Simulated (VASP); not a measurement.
**Zr2BiN2: single point with PBE**

Zr2BiN2:

```
Zr Bi N
1.0
     4.39941    0.00000    0.00000
     0.00000    4.39941    0.00000
     0.00000    0.00000    4.55330
Zr Bi N
2 1 2
Direct
  0.50000 0.00000 0.50000
  0.00000 0.50000 0.50000
  0.00000 0.00000 0.00000
  0.50000 0.50000 0.65704
  0.50000 0.50000 0.34296
```

| Property | Result |
| --- | --- |
| Program | VASP 6.6.1 |
| Task | single point |
| Functional | PBE |
| Potentials or basis | VASP PAW PBE potentials, release 64 (Zr_sv, Bi_d, N) |
| Cutoff | 600 eV |
| k mesh | 8 × 8 × 8 |
| Occupations | fermi-dirac, width 0.1 eV |
| Spin | no spin polarisation |
| Dipole correction | no |
| Further INCAR settings | ALGO = Normal; EDIFF = 1e-06; NBANDS = 32 |

```yaml
Pressure: 0.2 GPa
Largest_force: 0.126 eV/Å
```

Forces on the atoms (eV/Å):
```
Zr   0.000  0.000  0.000
Zr   0.000  0.000  0.000
Bi   0.000  0.000  0.000
N    0.000  0.000  0.126
N    0.000  0.000 -0.126
```

Levels at points of the mesh, in eV from the Fermi level:
| k point | band 21 | band 22 | band 23 | band 24 | band 25 | band 26 | band 27 | band 28 | band 29 | band 30 |
| --- | --- | --- | --- | --- | --- | --- | --- | --- | --- | --- |
| (0.00, 0.00, 0.00) | -2.68 | -1.83 | -1.69 | -0.75 | 0.28 | 0.28 | 0.86 | 1.79 | 1.79 | 3.06 |
| (0.50, 0.00, 0.00) | -2.39 | -1.90 | -1.00 | -0.47 | 0.72 | 0.99 | 1.34 | 1.93 | 2.35 | 2.46 |
| (0.50, 0.50, 0.00) | -2.97 | -2.97 | -0.21 | -0.21 | -0.01 | -0.01 | 2.91 | 2.93 | 3.18 | 3.38 |
| (0.00, 0.00, 0.50) | -3.68 | -3.68 | -1.68 | -0.10 | -0.10 | 1.19 | 2.53 | 3.68 | 4.85 | 4.85 |
| (0.50, 0.00, 0.50) | -2.70 | -1.67 | -1.53 | -0.38 | 0.31 | 1.44 | 1.44 | 2.31 | 2.32 | 2.45 |
| (0.50, 0.50, 0.50) | -2.61 | -2.55 | -0.10 | -0.10 | 1.23 | 1.23 | 1.81 | 1.84 | 1.84 | 2.74 |

It took 4.3 min on 1 thread of AMD EPYC 9R45 (Zen 5), with other jobs on the host, peak memory 0.34 GiB.

Caveat: spin-orbit coupling is left out, which moves the levels of the heavy elements.
